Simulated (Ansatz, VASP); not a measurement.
# One calculation of HfO2, two programs

File INCAR:

```
ALGO = Normal ; EDIFF = 1E-7
ENCUT = 520 ; GGA = PS
ISIF = 2 ; ISMEAR = 0
LASPH = T ; LCHARG = F
LREAL = F ; LWAVE = F
NBANDS = 31 ; NELM = 60
PREC = Accurate ; SIGMA = 0.05
```

File KPOINTS:

```
k-points
0
Gamma
  6 6 8
```

Contents of POSCAR:

```
HfO2
1.0
    4.9515530954      0.0000000000      0.0000000000
    0.0000000000      4.9515530954      0.0000000000
    0.0000000000      0.0000000000      3.2904374695
Hf O
2 4
Direct
    0.0000000000      0.0000000000      0.0000000000
    0.5000000000      0.5000000000      0.5000000000
    0.1949828631      0.8050171369      0.4866051246
    0.3050171369      0.3050171369      0.0000000000
    0.6949828631      0.6949828631      0.0000000000
    0.8050171369      0.1949828631      0.5133948754
```

Input for Ansatz:

```yaml
crystal:
  lattice:
    - [4.9515530954, 0.0, 0.0]
    - [0.0, 4.9515530954, 0.0]
    - [0.0, 0.0, 3.2904374695]
  atoms:
    - { symbol: Hf, position: [0.0, 0.0, 0.0] }
    - { symbol: Hf, position: [0.5, 0.5, 0.5] }
    - { symbol: O, position: [0.1949828631, 0.8050171369, 0.4866051246] }
    - { symbol: O, position: [0.3050171369, 0.3050171369, 0.0] }
    - { symbol: O, position: [0.6949828631, 0.6949828631, 0.0] }
    - { symbol: O, position: [0.8050171369, 0.1949828631, 0.5133948754] }
basis:
  ecutwfc: 520.0
kpoints:
  mp_grid: { grid: [6, 6, 8] }
hamiltonian:
  xc: pbesol
  pseudopotentials: { kind: paw, azcp: { folder: soft_1 } }
scf:
  occupations: { method: gaussian, width: 0.05 }
output:
  forces: true
  stress: true
  eigenvalues: true
  write_density: true
  write_potential: true
  elf: true
  volumetric_format: npy
```

Change from the starting cell: mode 16 frozen in at -0.043 Å, equal normal strain along x, y and z +0.0250.

Alike in both runs: task single point; functional PBEsol; k mesh 6 × 6 × 8; occupations gaussian, width 0.05 eV; no spin polarisation.

|  | VASP | Ansatz |
| --- | --- | --- |
| version | VASP 6.6.1 | Ansatz 0.2.0 |
| potentials or method | VASP PAW PBE potentials, release 64 (Hf_pv, O), cutoff 520 eV | scalar-relativistic, plane waves, PAW |
| valence electrons in the cell | 44 | 76 |

|  | VASP | Ansatz | Ansatz less VASP |
| --- | --- | --- | --- |
| gap on the k mesh at the Fermi level (eV) | 3.57 | 3.62 | +0.057 |
| least direct gap on the mesh (eV) | 3.57 | 3.62 | +0.057 |
| pressure (GPa) | -16.8 | -14.4 | +2.44 |
| traceless stress, the component that is largest in VASP (GPa) | -3.06 | -2.64 | +0.421 |
| rms of the force components (eV/Å) | 0.186 | 0.177 | -0.0091 |

VASP's potentials were made for PBE, not for PBEsol, and Ansatz warns of the same on its side. Atom by atom the forces differ by 0.020 eV/Å (rms over components). The functional is the same, so the differences come from potentials, cutoffs and numerics. VASP's potentials hold 44 valence electrons a cell and Ansatz's 76, so a difference there can come from the potentials and not from the codes.

Neither program's run includes spin-orbit coupling.
